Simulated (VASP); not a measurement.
Input of a VASP 6.6.1 run:

The input INCAR:

```
SYSTEM = KI
  PREC = Accurate
  ENCUT = 520
  EDIFF = 1E-6
  ISMEAR = 0
  SIGMA = 0.02
  LREAL = .FALSE.
  LASPH = .TRUE.
  NELM = 80
  ALGO = Normal
  ISIF = 2
  LWAVE = .FALSE.
  LCHARG = .FALSE.
  GGA = PE
  NBANDS = 24
```

KPOINTS

```
regular mesh
0
G
  6 6 4
  0 0 0
```

Contents of POSCAR:

```
KI
1.0
    6.0888820102      0.0000000000      0.0000000000
   -3.0444410051      5.2731265014      0.0000000000
    0.0000000000      0.0000000000      7.1196570644
K I
2 2
Direct
    0.3333333333      0.6666666667      0.9365774251
    0.6666666667      0.3333333333      0.4365774251
    0.3333333333      0.6666666667      0.4365575049
    0.6666666667      0.3333333333      0.9365575049
```

Potentials or basis: VASP PAW PBE potentials, release 64 (K_sv, I).

Command:

```console
$ cat potpaw_PBE.64/K_sv/POTCAR potpaw_PBE.64/I/POTCAR > POTCAR
$ mpirun -np 1 vasp_std > vasp.out
```

Task: Estimate the pressure.

Result: 0.0 GPa.

Task: What does it give for the band gap on the k mesh?

Result: 3.75 eV.

Caveat: spin-orbit coupling is left out, which moves the levels of the heavy elements. A k mesh can miss the band edges.
